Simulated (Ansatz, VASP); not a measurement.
# Ba3AlP: VASP beside Ansatz

```xyz
5
Lattice="6.1460 0.0000 0.0000 0.0000 6.1460 0.0000 0.0000 0.0000 6.1460" Properties=species:S:1:pos:R:3 pbc="T T T"
Ba    3.0730    3.0730    0.0000
Ba    3.0730    0.0000    3.0730
Ba    0.0000    3.0730    3.0730
Al    0.0000    0.0000    0.0000
P     3.0730    3.0730    3.0730
```

Change from the starting cell: species swapped into the La3AlC type (Pm-3m, No. 221).

Alike in both runs: functional PBE; k mesh 4 × 4 × 4; occupations gaussian, width 0.1 eV; no spin polarisation.

Ansatz relaxed the structure, and its values are those at the end. VASP's run is a single point on that final structure, the one shown.

|  | VASP | Ansatz |
| --- | --- | --- |
| version | VASP 6.6.1 | Ansatz 0.2.0 |
| potentials or method | VASP PAW PBE potentials, release 64 (Ba_sv, Al, P), cutoff 520 eV | scalar-relativistic, plane waves, PAW |
| valence electrons in the cell | 38 | 38 |

VASP gave:

```
gap on the k mesh at the Fermi level (eV) : none
pressure (GPa)                            : 0.6
```

Question: Estimate Ansatz's values.

Answer: gap on the k mesh at the Fermi level (eV): none; pressure (GPa): 0.3.

A gap of «none» marks a metal or a gap that the smearing closes.

Neither program's run includes spin-orbit coupling.
